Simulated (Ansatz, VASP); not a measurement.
## GaAs: VASP beside Ansatz

Contents of INCAR:

```
  ALGO = Normal
  EDIFF = 1E-8
  ENCUT = 520
  GGA = PE
  ISIF = 2
  ISMEAR = -1
  LASPH = T
  LCHARG = F
  LEFG = T
  LREAL = F
  LWAVE = F
  NBANDS = 16
  NELM = 100
  PREC = Accurate
  SIGMA = 0.05
```

Contents of KPOINTS:

```
k-points
0
Gamma
  11 11 11
```

The input POSCAR:

```
GaAs
1.0
    0.0000000000      2.8268500000      2.7703130000
    2.8268500000      0.0000000000      2.7703130000
    2.8268500000      2.8268500000      0.0000000000
Ga As
1 1
Direct
    0.0000000000      0.0000000000      0.0000000000
    0.7500000000      0.7500000000      0.7500000000
```

Input for Ansatz:

```yaml
crystal:
  lattice:
    - [0.0, 2.82685, 2.770313]
    - [2.82685, 0.0, 2.770313]
    - [2.82685, 2.82685, 0.0]
  atoms:
    - { symbol: Ga, position: [0.0, 0.0, 0.0] }
    - { symbol: As, position: [0.75, 0.75, 0.75] }
kpoints:
  mp_grid: { grid: [11, 11, 11] }
scf:
  occupations: { method: fermi_dirac, width: 0.05 }
hamiltonian:
  xc: pbe
  pseudopotentials: { kind: all_electron, datasets: crystal }
output:
  forces: true
  stress: true
  eigenvalues: true
  efg: { contact_densities: true }
```

Change from the starting cell: zz strain of -2 %, crystal datasets.

Alike in both runs: task electric field gradients; functional PBE; k mesh 11 × 11 × 11; occupations fermi-dirac, width 0.05 eV; no spin polarisation.

|  | VASP | Ansatz |
| --- | --- | --- |
| version | VASP 6.6.1 | Ansatz 0.2.0 |
| potentials or method | VASP PAW PBE potentials, release 64 (Ga_d, As), cutoff 520 eV | all-electron PAW with datasets made for the crystal, scalar-relativistic |

```csv
,VASP,Ansatz,Ansatz less VASP
pressure (GPa),5.1,4.9,-0.21
"traceless stress, the component that is largest in VASP (GPa)",0.76,0.76,+0.002
size of Vzz on the site where it differs most (V/Å²),3.3,3.9,+0.55
```

Ansatz ran all-electron here, and VASP with PAW potentials.
